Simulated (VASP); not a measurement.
Write the native input for VASP 6.6.1 that does the following.

* Task: single point
* Functional: PBE
* Potentials or basis: VASP PAW PBE potentials, release 64 (Tl_d, Sn_d, H)
* Cutoff: 520 eV
* k mesh: 4 × 4 × 2
* Occupations: gaussian, width 0.1 eV
* Spin: no spin polarisation
* Dipole correction: no
* Further INCAR settings: ALGO = Fast; EDIFF = 1e-06; NBANDS = 40

The structure of Tl2Sn2H5 lies in POSCAR:

```
Tl2Sn2H5
1.0
    4.1834156000      0.0000000000      0.0000000000
    0.0000000000      4.1834156000      0.0000000000
    0.0000000000      0.0000000000      8.3467602400
Tl Sn H
2 2 5
Direct
    0.0000000000      0.0000000000      0.0000000000
    0.0000000000      0.0000000000      0.5000000000
    0.5000000000      0.5000000000      0.2566320000
    0.5000000000      0.5000000000      0.7433680000
    0.5000000000      0.0000000000      0.2209000000
    0.5000000000      0.0000000000      0.7791000000
    0.5000000000      0.5000000000      0.5000000000
    0.0000000000      0.5000000000      0.2209000000
    0.0000000000      0.5000000000      0.7791000000
```

The cell was generated, and may not be a known phase.

These files were run (other wordings do the same):

INCAR

```
  ALGO = Fast
  EDIFF = 1E-6
  ENCUT = 520
  GGA = PE
  ISIF = 2
  ISMEAR = 0
  LASPH = True
  LCHARG = False
  LREAL = False
  LWAVE = False
  NBANDS = 40
  NELM = 100
  PREC = Accurate
  SIGMA = 0.1
```

KPOINTS

```
k-points
0
Gamma
  4 4 2
```

Potentials or basis: VASP PAW PBE potentials, release 64 (Tl_d, Sn_d, H).

The run is started by

```bash
$ cat potpaw_PBE.64/Tl_d/POTCAR potpaw_PBE.64/Sn_d/POTCAR potpaw_PBE.64/H/POTCAR > POTCAR
$ mpirun -np 1 vasp_std > vasp.out
```

It gave:

```yaml
Pressure: 1.8 GPa
Largest_force: 0.776 eV/Å
Band_gap_on_the_k_mesh: zero (an odd number of electrons rules out a gap without spin polarisation)
```

Caveat: the k points lie up to 0.38 Å⁻¹ apart, too coarse for converged energies and pressures of a metal; spin-orbit coupling is left out, which moves the levels of the heavy elements; an odd number of electrons without spin polarisation forces a metal; a magnetic or distorted state may lie lower.

Run time: 66 s on 1 thread of Oxide Virtual Turin-like Processor (shared host), peak memory 0.24 GiB.
